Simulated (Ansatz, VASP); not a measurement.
CoSn: VASP beside Ansatz

INCAR

```
PREC = Accurate ; ENCUT = 600
EDIFF = 1E-6 ; ISMEAR = -1
SIGMA = 0.15 ; LREAL = False
LASPH = True ; NELM = 80
ALGO = Fast ; ISIF = 3
LWAVE = False ; LCHARG = False
GGA = PS ; IBRION = 2
NSW = 80 ; EDIFFG = -0.001
```

KPOINTS

```
Automatic mesh
0
Gamma
  9 9 8
```

The input POSCAR:

```
CoSn
1.0
    5.2197175453      0.0000000000      0.0000000000
   -2.6098587727      4.5204079948      0.0000000000
    0.0000000000      0.0000000000      4.1684711704
Co Sn
3 3
Direct
    0.0000000000      0.5000000000      0.0000000000
    0.5000000000      0.5000000000      0.0000000000
    0.5000000000      0.0000000000      0.0000000000
    0.6666666667      0.3333333333      0.5000000000
    0.3333333333      0.6666666667      0.5000000000
    0.0000000000      0.0000000000      0.0000000000
```

Input for Ansatz:

```yaml
crystal:
  lattice:
    - [5.2197175422, 0.0, 0.0]
    - [-2.6098587711, 4.5204079921, 0.0]
    - [0.0, 0.0, 4.1684711702]
  atoms:
    - { symbol: Co, position: [0.0, 0.5, 0.0] }
    - { symbol: Co, position: [0.5, 0.5, 0.0] }
    - { symbol: Co, position: [0.5, 0.0, 0.0] }
    - { symbol: Sn, position: [0.6666666667, 0.3333333333, 0.5] }
    - { symbol: Sn, position: [0.3333333333, 0.6666666667, 0.5] }
    - { symbol: Sn, position: [0.0, 0.0, 0.0] }
basis:
  ecutwfc: 420
kpoints:
  mp_grid: { grid: [9, 9, 8] }
hamiltonian:
  xc: pbesol
scf:
  occupations: { method: fermi_dirac, width: 0.15 }
output:
  forces: true
  stress: true
  eigenvalues: true
relax:
  adjacent_minimum: "off"
  f_tol: 0.001
  max_steps: 60
  cell: { stress_tol: 0.01 }
```

Alike in both runs: task relaxation of cell and atoms; functional PBEsol; k mesh 9 × 9 × 8; occupations fermi-dirac, width 0.15 eV; no spin polarisation.

|  | VASP | Ansatz |
| --- | --- | --- |
| version | VASP 6.6.1 | Ansatz 0.2.0 |
| potentials or method | VASP PAW PBE potentials, release 64 (Co, Sn_d), cutoff 600 eV | scalar-relativistic, plane waves, PAW |
| valence electrons in the cell | 69 | 93 |

|  | VASP | Ansatz | Ansatz less VASP |
| --- | --- | --- | --- |
| gap on the k mesh at the Fermi level, each at its own relaxed structure (eV) | none | none | - |
| relaxed volume (Å³/atom) | 16.43 | 16.43 | +0.005 |
| relaxed length of the cell vector where the two differ most in proportion (Å) | 4.190 | 4.192 | +0.0016 |

VASP's potentials were made for PBE, not for PBEsol. A gap of «none» marks a metal or a gap that the smearing closes. VASP's potentials hold 69 valence electrons a cell and Ansatz's 93, so a difference there can come from the potentials and not from the codes.
